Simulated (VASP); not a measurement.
Set up this calculation in VASP 6.6.1, as the native input.

| Item | Value |
| --- | --- |
| Task | single point |
| Functional | PBE |
| Potentials or basis | VASP PAW PBE potentials, release 64 (Pd) |
| Cutoff | 520 eV |
| k mesh | 24 × 24 × 6 |
| Occupations | gaussian, width 0.15 eV |
| Spin | no spin polarisation |
| Dipole correction | no |
| Further INCAR settings | ALGO = Fast; EDIFF = 1e-06; NBANDS = 28 |

The structure of Pd lies in POSCAR:

```
Pd
1.0
    2.9344503970      0.0000000000      0.0000000000
   -1.4672251985      2.5413085900      0.0000000000
    0.0000000000      0.0000000000      8.2361998929
Pd
4
Direct
    0.0000000000      0.0000000000      0.0000000000
    0.3333333333      0.6666666667      0.2500000000
    0.0000000000      0.0000000000      0.5000000000
    0.6666666667      0.3333333333      0.7500000000
```

This isn't the form of Pd at room conditions, which is fcc.

This cell differs from its parent crystal: ratio of the length along z to the lengths across it x 0.85, volume and fractional coordinates fixed.

These files were run (other wordings do the same):

INCAR

```
PREC     = Accurate       # precision mode
ENCUT    = 520            # plane-wave cutoff, eV
EDIFF    = 1E-6           # SCF threshold, eV
ISMEAR   = 0              # smearing method
SIGMA    = 0.15           # smearing width, eV
LREAL    = False          # projectors in reciprocal space
LASPH    = True           # aspherical terms in the spheres
NELM     = 80             # most SCF steps
ALGO     = Fast           # electronic algorithm
ISIF     = 2              # what is computed and relaxed
LWAVE    = False          # write WAVECAR
LCHARG   = False          # write CHGCAR
GGA      = PE             # functional
NBANDS   = 28             # bands
```

KPOINTS

```
regular mesh
0
Gamma
  24 24 6
```

Potentials or basis: VASP PAW PBE potentials, release 64 (Pd).

Run with:

```sh
$ cat potpaw_PBE.64/Pd/POTCAR > POTCAR
$ mpirun -np 1 vasp_std > vasp.out
```

It gave:

| Quantity | Value |
| --- | --- |
| Pressure | 3.7 GPa |
| Band gap on the k mesh | zero (bands 20 and 21 overlap by 0.97 eV) |

Caveat: the cell stands under pressure.

Run time: 5.3 min on 1 thread of Intel(R) Xeon(R) Platinum 8375C CPU @ 2.90GHz (Ice Lake), with other jobs on the host, peak memory 0.42 GiB.
